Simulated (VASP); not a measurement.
Input of a VASP 6.6.1 run:

The input INCAR:

```
  PREC = Accurate
  ENCUT = 520
  EDIFF = 1E-6
  ISMEAR = -1
  SIGMA = 0.02
  LREAL = False
  LASPH = True
  NELM = 80
  ALGO = Normal
  ISIF = 2
  LWAVE = False
  LCHARG = False
  GGA = PE
  NBANDS = 41
```

Contents of KPOINTS:

```
Automatic mesh
0
Gamma
  6 6 6
```

POSCAR

```
AlGa3As4
1.0
   -2.8706199474      2.8706199474      5.7413636896
    2.8706199474     -2.8706199474      5.7413636896
    2.8706199474      2.8706199474     -5.7413636896
Al As Ga
1 4 3
Direct
    0.0000000000      0.0000000000      0.0000000000
    0.3740692232      0.3740692232      0.4988406475
    0.1247714243      0.6259307768      0.0000000000
    0.8752285757      0.8752285757      0.5011593525
    0.6259307768      0.1247714243      0.0000000000
    0.7500000000      0.2500000000      0.5000000000
    0.5000000000      0.5000000000      0.0000000000
    0.2500000000      0.7500000000      0.5000000000
```

Potentials or basis: VASP PAW PBE potentials, release 64 (Al, As, Ga_d).

Command:

```console
$ cat potpaw_PBE.64/Al/POTCAR potpaw_PBE.64/As/POTCAR potpaw_PBE.64/Ga_d/POTCAR > POTCAR
$ mpirun -np 1 vasp_std > vasp.out
```

**Question.** What does it give for the pressure?

**Answer.** 0.2 GPa.

**Question.** Predict the largest force.

**Answer.** 0.003 eV/Å.

**Question.** What does it give for the band gap on the k mesh?

**Answer.** 0.57 eV.

Forces in eV/Å, atoms in the order of the input:
```
Al   0.000  0.000  0.000
As  -0.002 -0.002 -0.002
As   0.002 -0.002  0.002
As   0.002  0.002 -0.002
As  -0.002  0.002  0.002
Ga   0.000  0.000  0.000
Ga   0.000  0.000  0.000
Ga   0.000  0.000  0.000
```

Caveat: semilocal functionals underestimate gaps, and a narrow one can read as zero. A k mesh can miss the band edges.
